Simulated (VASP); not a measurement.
A run of VASP 6.6.1 is set up as follows.

File INCAR:

```
SYSTEM = Ti3Al5
PREC     = Accurate       ! precision mode
ENCUT    = 520            ! plane-wave cutoff, eV
EDIFF    = 1E-6           ! SCF threshold, eV
ISMEAR   = 0              ! smearing method
SIGMA    = 0.1            ! smearing width, eV
LREAL    = .False.        ! projectors in reciprocal space
LASPH    = .True.         ! aspherical terms in the spheres
NELM     = 100            ! most SCF steps
ALGO     = Fast           ! electronic algorithm
ISIF     = 2              ! what is computed and relaxed
LWAVE    = .False.        ! write WAVECAR
LCHARG   = .False.        ! write CHGCAR
GGA      = PS             ! functional
NBANDS   = 36             ! bands
```

KPOINTS

```
regular mesh
0
Gamma
  10 10 6
  0 0 0
```

POSCAR

```
Ti3Al5
1.0
    3.8954183743      0.0000000000      0.0000000000
    0.0000000000      4.0135534284      0.0000000000
    0.0000000000      0.0000000000      8.0738728425
Ti Al
3 5
Direct
    0.0000000000      0.5000000000      0.2646988152
    0.0000000000      0.5000000000      0.7353011848
    0.5000000000      0.5000000000      0.0000000000
    0.0000000000      0.0000000000      0.0000000000
    0.0000000000      0.0000000000      0.5000000000
    0.5000000000      0.5000000000      0.5000000000
    0.5000000000      0.0000000000      0.2413571092
    0.5000000000      0.0000000000      0.7586428908
```

Potentials or basis: VASP PAW PBE potentials, release 64 (Ti_sv, Al).

The run is started by

```bash
$ cat potpaw_PBE.64/Ti_sv/POTCAR potpaw_PBE.64/Al/POTCAR > POTCAR
$ mpirun -np 1 vasp_std > vasp.out
```

Q: Predict the pressure.

A: -0.8 GPa.

Q: Estimate the largest force.

A: 0.009 eV/Å.

Q: What does it give for the band gap on the k mesh?

A: Zero (an odd number of electrons rules out a gap without spin polarisation).

Forces on the atoms (eV/Å):
```
Ti   0.000  0.000 -0.006
Ti   0.000  0.000  0.006
Ti   0.000  0.000  0.000
Al   0.000  0.000  0.000
Al   0.000  0.000  0.000
Al   0.000  0.000  0.000
Al   0.000  0.000  0.009
Al   0.000  0.000 -0.009
```

Caveat: the PAW data sets were made with another functional, which shifts forces and pressure a little.
